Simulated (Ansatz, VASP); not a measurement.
# BaZrO3 in VASP and in Ansatz

The input POSCAR:

```
BaZrO3
1.0
    4.2053404461      0.0000000000      0.0000000000
    0.0000000000      4.2053404461      0.0000000000
    0.0000000000      0.0000000000      4.2053404461
Ba Zr O
1 1 3
Direct
    0.0000000000      0.0000000000      0.0000000000
    0.5000000000      0.5000000000      0.5000000000
    0.5000000000      0.0000000000      0.5000000000
    0.5000000000      0.5000000000      0.0000000000
    0.0000000000      0.5000000000      0.5000000000
```

File INCAR.step1:

```
SYSTEM = BaZrO3
PREC = Accurate
ENCUT = 1480
ISMEAR = 0
SIGMA = 0.01
LREAL = .False.
LASPH = .True.
NELM = 120
NBANDS = 28
GGA = PE
ALGO = Normal
EDIFF = 1E-5
LWAVE = .True.
LCHARG = .False.
GGA_COMPAT = .False.
```

INCAR.step2

```
SYSTEM = BaZrO3
PREC = Accurate
ENCUT = 1480
EDIFF = 1E-6
ISMEAR = 0
SIGMA = 0.01
LREAL = .False.
LASPH = .True.
NELM = 120
ALGO = Normal
ISIF = 2
LWAVE = .False.
LCHARG = .False.
METAGGA = R2SCAN
LMIXTAU = .True.
NBANDS = 28
ISTART = 1
GGA_COMPAT = .False.
```

File KPOINTS:

```
regular mesh
0
Gamma
  6 6 6
  0 0 0
```

Input for Ansatz:

```yaml
crystal:
  lattice:
    - [4.2053404461, 0.0, 0.0]
    - [0.0, 4.2053404461, 0.0]
    - [0.0, 0.0, 4.2053404461]
  atoms:
    - { symbol: Ba, position: [0.0, 0.0, 0.0] }
    - { symbol: Zr, position: [0.5, 0.5, 0.5] }
    - { symbol: O, position: [0.5, 0.0, 0.5] }
    - { symbol: O, position: [0.5, 0.5, 0.0] }
    - { symbol: O, position: [0.0, 0.5, 0.5] }
kpoints:
  mp_grid: { grid: [6, 6, 6] }
  band_path:
    path: [[0.0, 0.0, 0.0], [0.0, 0.5, 0.0], [0.5, 0.5, 0.0], [0.5, 0.5, 0.5]]
    npoints: 1
hamiltonian:
  xc: r2scan
scf:
  occupations: { method: fixed }
  n_extra_bands: 5
output:
  forces: true
  stress: true
  eigenvalues: true
```

Alike in both runs: task single point; functional r2SCAN; k mesh 6 × 6 × 6; no spin polarisation.

|  | VASP | Ansatz |
| --- | --- | --- |
| version | VASP 6.6.1 | Ansatz 0.2.0 |
| potentials or method | VASP PAW PBE potentials, release 64 (Ba_sv, Zr_sv, O_h) | plane waves, PAW |
| plane-wave cutoff (eV) | 1480 | 500 |
| occupations | gaussian, width 0.01 eV | fixed |
| valence electrons in the cell | 40 | 40 |

```csv
,VASP,Ansatz,Ansatz less VASP
gap on the k mesh at the Fermi level (eV),3.69,3.73,+0.042
pressure (GPa),0.9,0.0,-0.90
```

VASP's potentials were made for PBE, not for r2SCAN.

Neither program's run includes spin-orbit coupling.
